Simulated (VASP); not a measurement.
# Ca (Fm-3m) in VASP: a series of runs, part 2 of 2

VASP 6.6.1.

## 6. Single point, PBE (46.25 Å³/atom)

This run uses another cell than the first one, of 46.25 Å³/atom.

Contents of INCAR:

```
SYSTEM = Ca
PREC = Accurate
ENCUT = 520
EDIFF = 1E-6
ISMEAR = -1
SIGMA = 0.05
LREAL = .FALSE.
LASPH = .TRUE.
NELM = 80
ALGO = Normal
ISIF = 2
LWAVE = .FALSE.
LCHARG = .FALSE.
GGA = PE
NBANDS = 11
```

Contents of KPOINTS:

```
Automatic mesh
0
G
  8 8 8
  0 0 0
```

Contents of POSCAR:

```
Ca
1.0
    0.0000000000      2.8490021484      2.8490021484
    2.8490021484      0.0000000000      2.8490021484
    2.8490021484      2.8490021484      0.0000000000
Ca
1
Direct
    0.0000000000      0.0000000000      0.0000000000
```

Potentials or basis: VASP PAW PBE potentials, release 64 (Ca_sv).

On the command line:

```bash
> cat potpaw_PBE.64/Ca_sv/POTCAR > POTCAR
> mpirun -np 1 vasp_std > vasp.out
```

OUTCAR:

```text
SYSTEM = Ca
   PREC = Accurate
   ENCUT = 520
   EDIFF = 1E-6
   ISMEAR = -1
   LREAL = .FALSE.
   LASPH = .TRUE.
   NELM = 80
   ISIF = 2
   GGA = PE

 ion  position               nearest neighbor table
   1  0.000  0.000  0.000-

  LATTYP: Found a face centered cubic cell.
 ALAT       =     5.6980042968

  Lattice vectors:

 A1 = (   0.0000000000,   2.8490021484,   2.8490021484)
 A2 = (   2.8490021484,   0.0000000000,   2.8490021484)
 A3 = (   2.8490021484,   2.8490021484,   0.0000000000)

Analysis of symmetry for initial positions (statically):
=====================================================================
 Subroutine PRICEL returns:
 Original cell was already a primitive cell.

 Routine SETGRP: Setting up the symmetry group for a
 face centered cubic supercell.

 Subroutine GETGRP returns: Found 48 space group operations
 (whereof 48 operations were pure point group operations)
 out of a pool of 48 trial point group operations.

The static configuration has the point symmetry O_h .

Analysis of symmetry for dynamics (positions and initial velocities):
=====================================================================
 Subroutine PRICEL returns:
 Original cell was already a primitive cell.

 Routine SETGRP: Setting up the symmetry group for a
 face centered cubic supercell.

 Subroutine GETGRP returns: Found 48 space group operations
 (whereof 48 operations were pure point group operations)
 out of a pool of 48 trial point group operations.

The dynamic configuration has the point symmetry O_h .

 Subroutine INISYM returns: Found 48 space group operations
 (whereof 48 operations are pure point group operations),
 and found     1 'primitive' translations

----------------------------------------------------------------------------------------

                                     Primitive cell

  volume of cell :      46.2496

[... 106 lines left out ...]
     AMIX_MAG =   1.60;   BMIX_MAG =  1.00
  volume/ion in A,a.u.               =      46.25       312.11
  Fermi-wavevector in a.u.,A,eV,Ry     =   0.982589  1.856825 13.136178  0.965482
  Thomas-Fermi vector in A             =   2.113683
   LORBIT       =      0    0 simple, 1 ext, 2 COOP (PROOUT), +10 PAW based schemes
   GGA     = PE    functional components
   LHFCALC =     F    Hartree Fock is set to
   AEXX    =    0.0000 exact exchange contribution
   IVDW    =     0    specifies the selected vdW correction
   LEPSILON=     F    determine dielectric tensor
   LRPA    =     F    only Hartree local field effects (RPA)
 non-spin polarized calculation
  energy-cutoff  :      520.00
  volume of cell :       46.25
 maximum number of plane-waves:      1265
 NGX is ok and might be reduce to    30
   NGX = 15   NGY = 15   NGZ = 15

 number of electron      10.0000003 magnetization

 Free energy of the ion-electron system (eV)
  ---------------------------------------------------
  ext. energy  EPLUGINS =         0.00000000
  ---------------------------------------------------
  free energy    TOTEN  =        -1.91729495 eV

  energy without entropy =       -1.90474748  energy(sigma->0) =       -1.91102122

 E-fermi :   1.5684     XC(G=0):  -7.4576

 val. band max:        1.5152893722   @ k =  -0.3750   0.2500   0.1250
 cond. band min:       1.6101631979   @ k =   0.5000   0.1250   0.0000
 fundamental gap:      0.0948738256
 Fermi energy:         1.5683940080

 k-point     1 :       0.0000    0.0000    0.0000
  band No.  band energies     occupation
      1     -40.6173      2.00000
      2     -21.5432      2.00000
      3     -21.5432      2.00000
      4     -21.5432      2.00000
      5      -2.2510      2.00000
      6       3.8238      0.00000
      7       3.8238      0.00000
      8       3.8238      0.00000
      9       4.7828      0.00000
     10       4.7828      0.00000
     11      10.3389      0.00000
[... 309 lines left out ...]
 k-point    24 :      -0.3750    0.2500    0.1250
  band No.  band energies     occupation
      1     -40.6072      2.00000
      2     -21.6276      2.00000
      3     -21.5824      2.00000
      4     -21.5652      2.00000
      5       1.2804      1.99372
      6       1.5153      1.48618
      7       3.0610      0.00000
      8       4.0914      0.00000
      9       5.2452      0.00000
     10       5.7466      0.00000
     11       6.0783      0.00000

 [... further k-points ...]
[... 5 lines left out ...]
  --------------------------------------------------------------------------------------
  -------------------------------------------------------------------------------------
  Total       -0.3959021     -0.3959021     -0.3959021      0.0000000      0.0000000      0.0000000
  in kB      -13.7148179    -13.7148179    -13.7148179      0.0000000      0.0000000      0.0000000
  external PRESSURE =     -13.7148179 kB  Pullay stress =       0.0000000 kB

 VOLUME and BASIS-vectors are now :
 -----------------------------------------------------------------------------
  energy-cutoff  :      520.00
  volume of cell :       46.25
      direct lattice vectors                 reciprocal lattice vectors
     0.000000000  2.849002148  2.849002148    -0.175500043  0.175500043  0.175500043
     2.849002148  0.000000000  2.849002148     0.175500043 -0.175500043  0.175500043
     2.849002148  2.849002148  0.000000000     0.175500043  0.175500043 -0.175500043

 POSITION                                       TOTAL-FORCE (eV/Angst)
 -----------------------------------------------------------------------------------
      0.00000      0.00000      0.00000        -0.000000      0.000000     -0.000000
 -----------------------------------------------------------------------------------
    total drift:                               -0.000000     -0.000000     -0.000000

  FREE ENERGIE OF THE ION-ELECTRON SYSTEM (eV)
  ---------------------------------------------------
  free  energy   TOTEN  =        -1.9172949501 eV

  energy  without entropy=       -1.9047474823  energy(sigma->0) =       -1.91102122
```

Run time: 26 s. Hardware: 1 thread of AMD EPYC 7R13, shared host; peak memory 0.14 GiB.

Results:

* Free energy: -1.9173 eV
* Pressure: -1.4 GPa
* Band gap on the k mesh: zero (bands 5 and 6 overlap by 0.47 eV)

## 7. Summary

| level | cell | k mesh | cutoff (eV) | smearing | grid for exact exchange (PRECFOCK) | share of exact exchange | screening parameter | gap on the mesh (eV) | pressure (GPa) |
| --- | --- | --- | --- | --- | --- | --- | --- | --- | --- |
| HSE06 | a = 3.952 Å, angles 60.0°, 1 atom | 6 × 6 × 6 | 400 | fermi-dirac 0.01 eV | Normal | 0.25 | 0.2079 1/Å | none | -0.2 |
| PBE | a = 3.925 Å, angles 60.0°, 1 atom | 8 × 8 × 8 | 520 | fermi-dirac 0.05 eV | - | - | - | none | -0.2 |
| PBE | a = 3.978 Å, angles 60.0°, 1 atom | 8 × 8 × 8 | 520 | fermi-dirac 0.05 eV | - | - | - | none | -0.8 |
| PBE | a = 4.029 Å, angles 60.0°, 1 atom | 8 × 8 × 8 | 520 | fermi-dirac 0.05 eV | - | - | - | none | -1.4 |

Alike in all rows: task single point; potentials or basis VASP PAW PBE potentials, release 64 (Ca_sv); no spin polarisation.

Caveats: the PAW data sets were made with another functional, which shifts forces and pressure a little (at least some runs).

Absolute energies hang on the potentials; compare differences alone.
